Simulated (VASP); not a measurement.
# Nb (P6_3/mmc) in VASP: a series of runs

Runs on Nb. Level: r2SCAN. Tasks: single point.

Everything below comes from runs of VASP 6.6.1. Logs are shortened: lines on timing, memory, paths and dates and some standing lists are left out, and cuts for length are marked.

## Step 1: The cell of the first run

It takes space group P6_3/mmc (No. 194, hexagonal). Conventional cell: a = 2.861 Å, b = 2.861 Å, c = 5.240 Å, α = 90.00°, β = 90.00°, γ = 120.00°. Within 3.8 Å of Nb (site symmetry -6m2) lie 12 Nb at 2.86 to 3.10 Å.

This isn't the form of Nb at room conditions, which is bcc.

## Step 2: Single point, r2SCAN, collinear spin

Contents of POSCAR:

```
Nb
1.0
    2.8609697918      0.0000000000      0.0000000000
   -1.4304848959      2.4776725191      0.0000000000
    0.0000000000      0.0000000000      5.2404185533
Nb
2
Direct
    0.3333333333      0.6666666667      0.2500000000
    0.6666666667      0.3333333333      0.7500000000
```

Contents of INCAR.step1:

```
PREC = Accurate ; ENCUT = 520
ISMEAR = -1 ; SIGMA = 0.05
LREAL = F ; LASPH = T
NELM = 150 ; ISPIN = 2
MAGMOM = 1 1 ; LMAXMIX = 4
NBANDS = 24 ; GGA = PE
ALGO = Normal ; EDIFF = 1E-4
LWAVE = T ; LCHARG = F
```

Contents of INCAR.step2:

```
PREC = Accurate ; ENCUT = 520
EDIFF = 1E-7 ; ISMEAR = -1
SIGMA = 0.05 ; LREAL = F
LASPH = T ; NELM = 150
ALGO = Normal ; ISIF = 2
LWAVE = F ; LCHARG = T
ISPIN = 2 ; MAGMOM = 1 1
LORBIT = 11 ; LMAXMIX = 4
METAGGA = R2SCAN ; LMIXTAU = T
LELF = T ; LVHAR = T
NBANDS = 24 ; ISTART = 1
```

Contents of KPOINTS:

```
Automatic mesh
0
Gamma
  12 12 7
```

Potentials or basis: VASP PAW PBE potentials, release 64 (Nb_sv).

Command:

```bash
$ cat potpaw_PBE.64/Nb_sv/POTCAR > POTCAR
$ cp INCAR.step1 INCAR
$ mpirun -np 1 vasp_std > vasp.out
$ cp INCAR.step2 INCAR
$ mpirun -np 1 vasp_std > vasp.out
```

OUTCAR:

```text
PREC = Accurate
   ENCUT = 520
   EDIFF = 1E-7
   ISMEAR = -1
   LREAL = F
   LASPH = T
   NELM = 150
   ISIF = 2
   ISPIN = 2
   LORBIT = 11
   METAGGA = R2SCAN
   ISTART = 1

 ion  position               nearest neighbor table
   1  0.333  0.667  0.250-
   2  0.667  0.333  0.750-

  LATTYP: Found a hexagonal cell.
 ALAT       =     2.8609697918
 C/A-ratio  =     1.8316930743

  Lattice vectors:

 A1 = (   2.8609697918,   0.0000000000,   0.0000000000)
 A2 = (  -1.4304848959,   2.4776725191,   0.0000000000)
 A3 = (   0.0000000000,   0.0000000000,   5.2404185533)

Analysis of symmetry for initial positions (statically):
=====================================================================
 Subroutine PRICEL returns:
 Original cell was already a primitive cell.

 Routine SETGRP: Setting up the symmetry group for a
 hexagonal supercell.

 Subroutine GETGRP returns: Found 24 space group operations
 (whereof 12 operations were pure point group operations)
 out of a pool of 24 trial point group operations.

The static configuration has the point symmetry D_3d.
 The point group associated with its full space group is D_6h.

Analysis of symmetry for dynamics (positions and initial velocities):
=====================================================================
 Subroutine PRICEL returns:
 Original cell was already a primitive cell.

 Routine SETGRP: Setting up the symmetry group for a
 hexagonal supercell.

 Subroutine GETGRP returns: Found 24 space group operations
 (whereof 12 operations were pure point group operations)
 out of a pool of 24 trial point group operations.

The dynamic configuration has the point symmetry D_3d.
 The point group associated with its full space group is D_6h.

Analysis of structural, dynamic, and magnetic symmetry:
=====================================================================
 Subroutine PRICEL returns:
 Original cell was already a primitive cell.

 Routine SETGRP: Setting up the symmetry group for a
 hexagonal supercell.

 Subroutine GETGRP returns: Found 24 space group operations
 (whereof 12 operations were pure point group operations)
 out of a pool of 24 trial point group operations.

The overall configuration has the point symmetry D_3d.
 The point group associated with its full space group is D_6h.

 Subroutine INISYM returns: Found 24 space group operations
 (whereof 12 operations are pure point group operations),
 and found     1 'primitive' translations

[... 117 lines left out ...]
  Thomas-Fermi vector in A             =   2.570788
   LORBIT       =     11    0 simple, 1 ext, 2 COOP (PROOUT), +10 PAW based schemes
   METAGGA = R2SCAN    functional components
   LHFCALC =     F    Hartree Fock is set to
   AEXX    =    0.0000 exact exchange contribution
   IVDW    =     0    specifies the selected vdW correction
   LEPSILON=     F    determine dielectric tensor
   LRPA    =     F    only Hartree local field effects (RPA)
 spin polarized calculation
  energy-cutoff  :      520.00
  volume of cell :       37.15
 maximum number of plane-waves:      1010
 NGX is ok and might be reduce to    24
   NGX = 11   NGY = 11   NGZ = 19

 number of electron      26.0000000 magnetization      -0.0000005

 number of electron      26.0000000 magnetization       0.0000001

 Free energy of the ion-electron system (eV)
  ---------------------------------------------------
  ext. energy  EPLUGINS =         0.00000000
  ---------------------------------------------------
  free energy    TOTEN  =       -49.08539416 eV

  energy without entropy =      -49.06695912  energy(sigma->0) =      -49.07617664

 E-fermi :  11.0975     XC(G=0): -13.4227

 val. band max:       11.0896825454   @ k =   0.2500   0.1667   0.2857
 cond. band min:      11.1029809919   @ k =   0.0833   0.0833   0.0000
 fundamental gap:      0.0132984464
 Fermi energy:        11.0974787397

 spin component 1

 k-point     1 :       0.0000    0.0000    0.0000
  band No.  band energies     occupation
      1     -45.4674      1.00000
      2     -45.3304      1.00000
      3     -21.2591      1.00000
      4     -20.2650      1.00000
      5     -20.0319      1.00000
      6     -20.0319      1.00000
[... 637 lines left out ...]
     23      24.6482      0.00000
     24      26.9008      0.00000

 [... further k-points ...]

 spin component 2

 k-point     1 :       0.0000    0.0000    0.0000
  band No.  band energies     occupation
      1     -45.4674      1.00000
      2     -45.3304      1.00000
      3     -21.2591      1.00000
      4     -20.2650      1.00000
      5     -20.0319      1.00000
      6     -20.0319      1.00000
[... 637 lines left out ...]
     23      24.6482      0.00000
     24      26.9008      0.00000

 [... further k-points ...]

------------------------ aborting loop because EDIFF is reached ----------------------------------------

  FORCE on cell =-STRESS in cart. coord.  units (eV):
  Direction    XX          YY          ZZ          XY          YZ          ZX
  --------------------------------------------------------------------------------------
  -------------------------------------------------------------------------------------
  Total       -0.0511566     -0.0511566     -0.0498232      0.0000000      0.0000000     -0.0000000
  in kB       -2.2064231     -2.2064231     -2.1489162      0.0000000      0.0000000     -0.0000000
  external PRESSURE =      -2.1872541 kB  Pullay stress =       0.0000000 kB

 VOLUME and BASIS-vectors are now :
 -----------------------------------------------------------------------------
  energy-cutoff  :      520.00
  volume of cell :       37.15
      direct lattice vectors                 reciprocal lattice vectors
     2.860969792  0.000000000  0.000000000     0.349531828  0.201802295  0.000000000
    -1.430484896  2.477672519  0.000000000     0.000000000  0.403604590  0.000000000
     0.000000000  0.000000000  5.240418553     0.000000000  0.000000000  0.190824452

 POSITION                                       TOTAL-FORCE (eV/Angst)
 -----------------------------------------------------------------------------------
     -0.00000      1.65178      1.31010        -0.000000     -0.000000      0.000000
      1.43048      0.82589      3.93031         0.000000      0.000000      0.000000
 -----------------------------------------------------------------------------------
    total drift:                               -0.000000      0.000000     -0.000000

  FREE ENERGIE OF THE ION-ELECTRON SYSTEM (eV)
  ---------------------------------------------------
  free  energy   TOTEN  =       -49.0853941595 eV

  energy  without entropy=      -49.0669591174  energy(sigma->0) =      -49.07617664

 total charge

# of ion       s       p       d       tot
------------------------------------------
    1        2.224   5.999   2.453  10.676
    2        2.224   5.999   2.453  10.676
--------------------------------------------------
tot          4.447  11.998   4.907  21.352

 magnetization (x)

# of ion       s       p       d       tot
------------------------------------------
    1       -0.000  -0.000   0.000  -0.000
    2       -0.000  -0.000   0.000  -0.000
--------------------------------------------------
tot         -0.000  -0.000   0.000  -0.000
```

OSZICAR.step1:

```text
N       E                     dE             d eps       ncg     rms          rms(c)
DAV:   1     0.299712728767E+03    0.29971E+03   -0.14383E+04  7304   0.114E+03
DAV:   2     0.218232717623E+01   -0.29753E+03   -0.28719E+03  7856   0.452E+02
DAV:   3    -0.194863365081E+02   -0.21669E+02   -0.20952E+02 13904   0.907E+01
DAV:   4    -0.204045850422E+02   -0.91825E+00   -0.90763E+00  9384   0.163E+01
DAV:   5    -0.204378122679E+02   -0.33227E-01   -0.33206E-01 11704   0.318E+00    0.108E+01
DAV:   6    -0.198702599208E+02    0.56755E+00   -0.11978E+00 10704   0.957E+00    0.376E+00
DAV:   7    -0.198409157081E+02    0.29344E-01   -0.39791E-01 11672   0.492E+00    0.234E+00
DAV:   8    -0.198539597481E+02   -0.13044E-01   -0.36585E-02 11520   0.147E+00    0.121E+00
DAV:   9    -0.198583147698E+02   -0.43550E-02   -0.62297E-03 10704   0.682E-01    0.659E-01
DAV:  10    -0.198606915568E+02   -0.23768E-02   -0.53125E-03  8864   0.701E-01    0.582E-02
DAV:  11    -0.198607297911E+02   -0.38234E-04   -0.46234E-04  9928   0.145E-01
   1 F= -.19860730E+02 E0= -.19850248E+02  d E =-.209646E-01  mag=    -0.0015
```

Wall time 4.4 min (1 thread of Intel Xeon 6975P-C (Granite Rapids), shared host); peak memory 0.25 GiB.

Results:

```yaml
Free_energy: -49.0854 eV
Pressure: -0.2 GPa
Band_gap_on_the_k_mesh: zero (filled and empty bands overlap)
Net_moment: 0.00 μB per cell
Valence_electrons_inside_the_program's_atomic_spheres: Nb 10.68
```

Caveat: the PAW data sets were made with another functional, which shifts forces and pressure a little.

## Step 3: Single point, r2SCAN, collinear spin (16.34 Å³/atom)

This run uses another cell than the first one, of 16.34 Å³/atom.

Contents of POSCAR:

```
Nb
1.0
    2.7416214941      0.0000000000      0.0000000000
   -1.3708107471      2.3743138615      0.0000000000
    0.0000000000      0.0000000000      5.0218091032
Nb
2
Direct
    0.3333333333      0.6666666667      0.2500000000
    0.6666666667      0.3333333333      0.7500000000
```

Contents of INCAR.step1:

```
SYSTEM = Nb
  PREC = Accurate
  ENCUT = 520
  ISMEAR = -1
  SIGMA = 0.05
  LREAL = .FALSE.
  LASPH = .TRUE.
  NELM = 150
  ISPIN = 2
  MAGMOM = 1 1
  LMAXMIX = 4
  NBANDS = 24
  GGA = PE
  ALGO = Normal
  EDIFF = 1E-4
  LWAVE = .TRUE.
  LCHARG = .FALSE.
```

Contents of INCAR.step2:

```
SYSTEM = Nb
  PREC = Accurate
  ENCUT = 520
  EDIFF = 1E-7
  ISMEAR = -1
  SIGMA = 0.05
  LREAL = .FALSE.
  LASPH = .TRUE.
  NELM = 150
  ALGO = Normal
  ISIF = 2
  LWAVE = .FALSE.
  LCHARG = .TRUE.
  ISPIN = 2
  MAGMOM = 1 1
  LORBIT = 11
  LMAXMIX = 4
  METAGGA = R2SCAN
  LMIXTAU = .TRUE.
  LELF = .TRUE.
  LVHAR = .TRUE.
  NBANDS = 24
  ISTART = 1
```

Contents of KPOINTS:

```
Automatic mesh
0
G
  14 14 7
  0 0 0
```

Potentials or basis: VASP PAW PBE potentials, release 64 (Nb_sv).

Command:

```bash
$ cat potpaw_PBE.64/Nb_sv/POTCAR > POTCAR
$ cp INCAR.step1 INCAR
$ mpirun -np 1 vasp_std > vasp.out
$ cp INCAR.step2 INCAR
$ mpirun -np 1 vasp_std > vasp.out
```

It took 5.6 min on 1 thread of Intel Xeon 6975P-C (Granite Rapids), shared host; peak memory 0.22 GiB.

It converged, with:

```
Free energy                                           : -48.7492 eV
Pressure                                              : 26.3 GPa
Band gap on the k mesh                                : zero (filled and empty bands overlap)
Net moment                                            : 0.00 μB per cell
Valence electrons inside the program's atomic spheres : Nb 10.90
```

Stress tensor (GPa, compression positive):
```
26.52  0.00  0.00
 0.00 26.52  0.00
 0.00  0.00 25.70
```

Levels at points of the mesh, in eV from the Fermi level:
Spin up:
| k point | band 10 | band 11 | band 12 | band 13 | band 14 | band 15 | band 16 | band 17 |
| --- | --- | --- | --- | --- | --- | --- | --- | --- |
| (0.00, 0.00, 0.00) | -4.53 | -1.36 | 0.29 | 0.29 | 0.74 | 0.85 | 0.85 | 3.17 |
| (0.50, 0.00, 0.00) | -4.13 | -3.94 | -0.70 | 0.44 | 0.51 | 0.85 | 5.50 | 6.72 |
Spin down:
| k point | band 10 | band 11 | band 12 | band 13 | band 14 | band 15 | band 16 | band 17 |
| --- | --- | --- | --- | --- | --- | --- | --- | --- |
| (0.00, 0.00, 0.00) | -4.53 | -1.36 | 0.29 | 0.29 | 0.74 | 0.85 | 0.85 | 3.17 |
| (0.50, 0.00, 0.00) | -4.13 | -3.94 | -0.70 | 0.44 | 0.51 | 0.85 | 5.50 | 6.72 |

Caveat: the cell stands under pressure; the PAW data sets were made with another functional, which shifts forces and pressure a little.

## Step 4: Single point, r2SCAN, collinear spin (17.09 Å³/atom)

This run uses another cell than the first one, of 17.09 Å³/atom.

Contents of POSCAR:

```
Nb
1.0
    2.7825472516      0.0000000000      0.0000000000
   -1.3912736258      2.4097566071      0.0000000000
    0.0000000000      0.0000000000      5.0967725297
Nb
2
Direct
    0.3333333333      0.6666666667      0.2500000000
    0.6666666667      0.3333333333      0.7500000000
```

Contents of INCAR.step1:

```
SYSTEM = Nb
  PREC = Accurate
  ENCUT = 520
  ISMEAR = -1
  SIGMA = 0.05
  LREAL = .False.
  LASPH = .True.
  NELM = 150
  ISPIN = 2
  MAGMOM = 1 1
  LMAXMIX = 4
  NBANDS = 24
  GGA = PE
  ALGO = Normal
  EDIFF = 1E-4
  LWAVE = .True.
  LCHARG = .False.
```

Contents of INCAR.step2:

```
SYSTEM = Nb
  PREC = Accurate
  ENCUT = 520
  EDIFF = 1E-6
  ISMEAR = -1
  SIGMA = 0.05
  LREAL = .False.
  LASPH = .True.
  NELM = 150
  ALGO = Normal
  ISIF = 2
  LWAVE = .False.
  LCHARG = .True.
  ISPIN = 2
  MAGMOM = 1 1
  LORBIT = 11
  LMAXMIX = 4
  METAGGA = R2SCAN
  LMIXTAU = .True.
  LELF = .True.
  LVHAR = .True.
  NBANDS = 24
  ISTART = 1
```

Contents of KPOINTS:

```
Automatic mesh
0
Gamma
  14 14 7
  0 0 0
```

Command:

```bash
$ cat potpaw_PBE.64/Nb_sv/POTCAR > POTCAR
$ cp INCAR.step1 INCAR
$ mpirun -np 1 vasp_std > vasp.out
$ cp INCAR.step2 INCAR
$ mpirun -np 1 vasp_std > vasp.out
```

It took 5.5 min on 1 thread of Intel Xeon 6975P-C (Granite Rapids), shared host; peak memory 0.26 GiB.

It converged, with:

```yaml
Free_energy: -48.9427 eV
Pressure: 15.6 GPa
Band_gap_on_the_k_mesh: zero (filled and empty bands overlap)
Net_moment: 0.00 μB per cell
Valence_electrons_inside_the_program's_atomic_spheres: Nb 10.81
```

Stress tensor (GPa, compression positive):
```
15.81  0.00  0.00
 0.00 15.81  0.00
 0.00  0.00 15.29
```

Levels at points of the mesh, in eV from the Fermi level:
Spin up:
```tsv
k point	band 9	band 10	band 11	band 12	band 13	band 14	band 15	band 16	band 17	band 18
(0.00, 0.00, 0.00)	-6.75	-4.39	-1.25	0.34	0.34	0.55	0.86	0.86	3.07	3.07
(0.50, 0.00, 0.00)	-4.30	-3.86	-3.77	-0.63	0.39	0.42	0.89	5.24	6.38	6.62
```
Spin down:
| k point | band 9 | band 10 | band 11 | band 12 | band 13 | band 14 | band 15 | band 16 | band 17 | band 18 |
| --- | --- | --- | --- | --- | --- | --- | --- | --- | --- | --- |
| (0.00, 0.00, 0.00) | -6.75 | -4.39 | -1.25 | 0.34 | 0.34 | 0.55 | 0.86 | 0.86 | 3.07 | 3.07 |
| (0.50, 0.00, 0.00) | -4.30 | -3.86 | -3.77 | -0.63 | 0.39 | 0.42 | 0.89 | 5.24 | 6.38 | 6.62 |

Caveat: the cell stands under pressure; the PAW data sets were made with another functional, which shifts forces and pressure a little.

## Step 5: Overview

```tsv
cell	k mesh	gap on the mesh (eV)	pressure (GPa)	moment (μB)
a = 2.861, b = 2.861, c = 5.240 Å, angles 90.0, 90.0, 120.0°, 2 atoms	12 × 12 × 7	none	-0.2	0.00
a = 2.742, b = 2.742, c = 5.022 Å, angles 90.0, 90.0, 120.0°, 2 atoms	14 × 14 × 7	none	26.3	0.00
a = 2.783, b = 2.783, c = 5.097 Å, angles 90.0, 90.0, 120.0°, 2 atoms	14 × 14 × 7	none	15.6	0.00
```

Alike in all rows: task single point; level r2SCAN; potentials or basis VASP PAW PBE potentials, release 64 (Nb_sv); spin collinear; cutoff (eV) 520; smearing fermi-dirac 0.05 eV.

Caveats: the PAW data sets were made with another functional, which shifts forces and pressure a little; the cell stands under pressure (at least some runs).

Absolute energies hang on the potentials; compare differences alone.
